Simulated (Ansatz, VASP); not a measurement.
# Mo in VASP and in Ansatz

```xyz
1
Lattice="-1.5838 1.5838 1.5838 1.5838 -1.5838 1.5838 1.5838 1.5838 -1.5838" Properties=species:S:1:pos:R:3 pbc="T T T"
Mo    0.0000    0.0000    0.0000
```

Alike in both runs: task electric field gradients; functional r2SCAN; k mesh 15 × 15 × 15; occupations fermi-dirac, width 0.05 eV; no spin polarisation.

|  | VASP | Ansatz |
| --- | --- | --- |
| version | VASP 6.6.1 | Ansatz 0.2.0 |
| potentials or method | VASP PAW PBE potentials, release 64 (Mo_sv) | PAW with Ansatz's default frozen-core files, scalar-relativistic |
| plane-wave cutoff (eV) | 520 | 500 |
| valence electrons in the cell | 14 | 14 |

|  | VASP | Ansatz | Ansatz less VASP |
| --- | --- | --- | --- |
| pressure (GPa) | -3.1 | -4.1 | -1.07 |

VASP's potentials were made for PBE, not for r2SCAN. The functional is the same, so the differences come from potentials, cutoffs and numerics.
